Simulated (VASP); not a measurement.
Input of a VASP 6.6.1 run:

File INCAR:

```
SYSTEM = Cu
ALGO     = Normal         ! electronic algorithm
EDIFF    = 1E-6           ! SCF threshold, eV
ENCUT    = 520            ! plane-wave cutoff, eV
GGA      = PE             ! functional
ISIF     = 2              ! what is computed and relaxed
ISMEAR   = -1             ! smearing method
LASPH    = .TRUE.         ! aspherical terms in the spheres
LCHARG   = .TRUE.         ! write CHGCAR
LELF     = .TRUE.         ! ELF
LREAL    = .FALSE.        ! projectors in reciprocal space
LVHAR    = .TRUE.       
LWAVE    = .FALSE.        ! write WAVECAR
NBANDS   = 12             ! bands
NELM     = 100            ! most SCF steps
PREC     = Accurate       ! precision mode
SIGMA    = 0.08           ! smearing width, eV
```

KPOINTS

```
k-points
0
G
  19 19 19
  0 0 0
```

File POSCAR:

```
Cu
1.0
    0.0542250000      1.8346125000      1.8346125000
    1.8346125000      0.0542250000      1.8346125000
    1.8346125000      1.8346125000      0.0542250000
Cu
1
Direct
    0.0000000000      0.0000000000      0.0000000000
```

Potentials or basis: VASP PAW PBE potentials, release 64 (Cu).

Launch:

```sh
$ cat potpaw_PBE.64/Cu/POTCAR > POTCAR
$ mpirun -np 1 vasp_std > vasp.out
```

Problem. What does it give for the pressure?

Solution. 2.7 GPa.

Stress tensor (GPa, compression positive):
```
 2.74 -2.40 -2.40
-2.40  2.74 -2.40
-2.40 -2.40  2.74
```

Caveat: the cell differs from its parent crystal (equal xy, yz and zx shear strains of +3 %).
